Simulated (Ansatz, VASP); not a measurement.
CaC2: VASP beside Ansatz

File INCAR:

```
SYSTEM = CaC2
ALGO     = Normal         ! electronic algorithm
EDIFF    = 1E-7           ! SCF threshold, eV
ENCUT    = 520            ! plane-wave cutoff, eV
ISIF     = 2              ! what is computed and relaxed
ISMEAR   = 0              ! smearing method
LASPH    = .True.         ! aspherical terms in the spheres
LCHARG   = .False.        ! write CHGCAR
LREAL    = .False.        ! projectors in reciprocal space
LWAVE    = .False.        ! write WAVECAR
NBANDS   = 16             ! bands
NELM     = 100            ! most SCF steps
PREC     = Accurate       ! precision mode
SIGMA    = 0.05           ! smearing width, eV
```

File KPOINTS:

```
k-points
0
Gamma
  10 10 10
  0 0 0
```

File POSCAR:

```
CaC2
1.0
   -2.0310135294      2.0310135294      3.2021112425
    2.0310135294     -2.0310135294      3.2021112425
    2.0310135294      2.0310135294     -3.2021112425
Ca C
1 2
Direct
    0.0000000000      0.0000000000      0.0000000000
    0.5978927200      0.5978927200      0.0000000000
    0.4021072800      0.4021072800      0.0000000000
```

Input for Ansatz:

```yaml
crystal:
  lattice:
    - [-2.0310135294, 2.0310135294, 3.2021112425]
    - [2.0310135294, -2.0310135294, 3.2021112425]
    - [2.0310135294, 2.0310135294, -3.2021112425]
  atoms:
    - { symbol: Ca, position: [0.0, 0.0, 0.0] }
    - { symbol: C, position: [0.59789272, 0.59789272, 0.0] }
    - { symbol: C, position: [0.40210728, 0.40210728, 0.0] }
basis:
  ecutwfc: 420
kpoints:
  mp_grid: { grid: [10, 10, 10] }
hamiltonian:
  xc: lda
scf:
  occupations: { method: gaussian, width: 0.05 }
output:
  forces: true
  stress: true
  eigenvalues: true
```

Change from the starting cell: strain +0.050 along x and y, +0.000 along z, atoms carried along.

Alike in both runs: task single point; functional LDA; k mesh 10 × 10 × 10; occupations gaussian, width 0.05 eV; no spin polarisation.

|  | VASP | Ansatz |
| --- | --- | --- |
| version | VASP 6.6.1 | Ansatz 0.2.0 |
| potentials or method | VASP PAW LDA potentials, release 64 (Ca_sv, C), cutoff 520 eV | scalar-relativistic, plane waves, PAW |
| valence electrons in the cell | 18 | 18 |

```tsv
	VASP	Ansatz	Ansatz less VASP
gap on the k mesh at the Fermi level (eV)	1.61	1.62	+0.014
least direct gap on the mesh (eV)	2.55	2.56	+0.012
pressure (GPa)	-6.9	-7.2	-0.28
traceless stress, the component that is largest in VASP (GPa)	1.64	1.30	-0.342
rms of the force components (eV/Å)	0.163	0.123	-0.0404
```

LDA's correlation is that of Perdew and Zunger in VASP and of Perdew and Wang (1992) in Ansatz. Atom by atom the forces differ by 0.040 eV/Å (rms over components).
